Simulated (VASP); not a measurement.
# As: single point with PBE

As:

```xyz
4
Lattice="-3.4965 3.4965 3.4965 3.4965 -3.4965 3.4965 3.4965 3.4965 -3.4965" Properties=species:S:1:pos:R:3 pbc="T T T"
As    2.6224    2.6224    2.6224
As    0.8741    4.3706   -0.8741
As    4.3706   -0.8741    0.8741
As   -0.8741    0.8741    4.3706
```

| Property | Result |
| --- | --- |
| Program | VASP 6.6.1 |
| Task | single point |
| Functional | PBE |
| Potentials or basis | VASP PAW PBE potentials, release 64 (As) |
| Cutoff | 520 eV |
| k mesh | 4 × 4 × 4 |
| Occupations | gaussian, width 0.1 eV |
| Spin | no spin polarisation |
| Dipole correction | no |
| Further INCAR settings | ALGO = Normal; EDIFF = 1e-06; NBANDS = 18 |

```
Pressure               : 0.3 GPa
Band gap on the k mesh : zero (band 10 reaches 0.81 eV, above the bottom of band 11 at -0.19 eV)
```

Levels at points of the mesh, in eV from the Fermi level:
| k point | band 6 | band 7 | band 8 | band 9 | band 10 | band 11 | band 12 | band 13 | band 14 | band 15 |
| --- | --- | --- | --- | --- | --- | --- | --- | --- | --- | --- |
| (0.00, 0.00, 0.00) | -4.16 | -1.48 | -1.48 | -1.48 | 1.01 | 1.01 | 1.01 | 1.34 | 3.63 | 6.13 |
| (0.50, 0.00, 0.00) | -3.80 | -1.47 | -1.38 | -1.30 | -0.75 | 0.34 | 1.51 | 3.48 | 3.89 | 4.21 |
| (0.50, 0.50, 0.50) | -4.10 | -4.10 | -0.61 | 0.01 | 0.01 | 0.01 | 1.95 | 1.95 | 1.95 | 5.26 |

Run time: 19 s on 1 thread of Intel(R) Xeon(R) Platinum 8488C (Sapphire Rapids), with other jobs on the host, peak memory 0.3 GiB.
